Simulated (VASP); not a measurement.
Set up this calculation in VASP 6.6.1, as the native input.

- Task: single point
- Functional: PBE
- Potentials or basis: VASP PAW PBE potentials, release 64 (P)
- Cutoff: 520 eV
- k mesh: 22 × 22 × 22
- Occupations: gaussian, width 0.1 eV
- Spin: no spin polarisation
- Dipole correction: no
- Further INCAR settings: ALGO = Fast; EDIFF = 1e-06; NBANDS = 8

The structure of P lies in POSCAR:

```
P
1.0
    2.4441814961      0.0000000000      0.0000000000
    0.0000000000      2.4441814961      0.0000000000
    0.0000000000      0.0000000000      2.4441814961
P
1
Direct
    0.0000000000      0.0000000000      0.0000000000
```

The cell was built from a structure type or drawn by symmetry, and may not be a known phase.

One way to write it, as run:

INCAR

```
SYSTEM = P
PREC     = Accurate       ! precision mode
ENCUT    = 520            ! plane-wave cutoff, eV
EDIFF    = 1E-6           ! SCF threshold, eV
ISMEAR   = 0              ! smearing method
SIGMA    = 0.1            ! smearing width, eV
LREAL    = .FALSE.        ! projectors in reciprocal space
LASPH    = .TRUE.         ! aspherical terms in the spheres
NELM     = 100            ! most SCF steps
ALGO     = Fast           ! electronic algorithm
ISIF     = 2              ! what is computed and relaxed
LWAVE    = .FALSE.        ! write WAVECAR
LCHARG   = .FALSE.        ! write CHGCAR
GGA      = PE             ! functional
NBANDS   = 8              ! bands
```

KPOINTS

```
regular mesh
0
G
  22 22 22
  0 0 0
```

Potentials or basis: VASP PAW PBE potentials, release 64 (P).

Command:

```console
$ cat potpaw_PBE.64/P/POTCAR > POTCAR
$ mpirun -np 1 vasp_std > vasp.out
```

Results of the run:

```
Pressure               : -0.2 GPa
Band gap on the k mesh : zero (an odd number of electrons rules out a gap without spin polarisation)
```

Wall time 13 s on 1 thread of Intel(R) Xeon(R) Platinum 8488C (Sapphire Rapids), on a shared host, peak memory 0.14 GiB.
